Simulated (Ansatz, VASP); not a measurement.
## NaCl in VASP and in Ansatz

Contents of POSCAR:

```
NaCl
1.0
    3.5021900000      0.0000000000      0.0000000000
    0.0000000000      3.5021900000      0.0000000000
    0.0000000000      0.0000000000      3.5021900000
Cl Na
1 1
Direct
    0.5000000000      0.5000000000      0.5000000000
    0.0000000000      0.0000000000      0.0000000000
```

INCAR.step1

```
ALGO     = Normal         # electronic algorithm
EDIFF    = 1E-5           # SCF threshold, eV
ENCUT    = 520            # plane-wave cutoff, eV
GGA      = PE             # functional
ISIF     = 2              # what is computed and relaxed
ISMEAR   = -1             # smearing method
LASPH    = T              # aspherical terms in the spheres
LREAL    = F              # projectors in reciprocal space
LWAVE    = T              # write WAVECAR
NBANDS   = 14             # bands
NELM     = 80             # most SCF steps
PREC     = Accurate       # precision mode
SIGMA    = 0.05           # smearing width, eV
```

INCAR.step2

```
ALGO     = Normal         # electronic algorithm
EDIFF    = 1E-6           # SCF threshold, eV
ENCUT    = 520            # plane-wave cutoff, eV
GGA      = PE             # functional
HFSCREEN = 0.2079         # screening, 1/A
ISIF     = 2              # what is computed and relaxed
ISMEAR   = -1             # smearing method
ISTART   = 1            
LASPH    = T              # aspherical terms in the spheres
LCHARG   = T              # write CHGCAR
LELF     = T              # ELF
LHFCALC  = T              # exact exchange
LREAL    = F              # projectors in reciprocal space
LVHAR    = T            
LWAVE    = F              # write WAVECAR
NBANDS   = 14             # bands
NELM     = 80             # most SCF steps
PREC     = Accurate       # precision mode
PRECFOCK = Normal       
SIGMA    = 0.05           # smearing width, eV
```

KPOINTS

```
k-points
0
Gamma
  4 4 4
```

Contents of input:

```
crystal:
  lattice:
    - [3.50219, 0.0, 0.0]
    - [0.0, 3.50219, 0.0]
    - [0.0, 0.0, 3.50219]
  atoms:
    - { symbol: Cl, position: [0.5, 0.5, 0.5] }
    - { symbol: Na, position: [0.0, 0.0, 0.0] }
hamiltonian:
  xc: hse06
  pseudopotentials: { kind: paw }
kpoints:
  mp_grid: { grid: [4, 4, 4] }
scf:
  occupations: { method: fermi_dirac, width: 0.05 }
output:
  forces: true
  stress: true
  eigenvalues: true
```

Alike in both runs: task single point; functional HSE06; k mesh 4 × 4 × 4; occupations fermi-dirac, width 0.05 eV; no spin polarisation.

|  | VASP | Ansatz |
| --- | --- | --- |
| version | VASP 6.6.1 | Ansatz 0.2.0 |
| potentials or method | VASP PAW PBE potentials, release 64 (Cl, Na_pv) | Ansatz PAW |
| plane-wave cutoff (eV) | 520 | 420 |
| valence electrons in the cell | 14 | 16 |

Ansatz gave:

```
gap on the k mesh at the Fermi level (eV) : 5.30
least direct gap on the mesh (eV)         : 5.83
pressure (GPa)                            : -0.4
```

Estimate VASP's values.

gap on the k mesh at the Fermi level (eV): 5.29; least direct gap on the mesh (eV): 5.82; pressure (GPa): -0.4.

VASP's potentials hold 14 valence electrons a cell and Ansatz's 16, so a difference there can come from the potentials and not from the codes.

The k mesh is coarse, so the values compare programs but aren't converged.
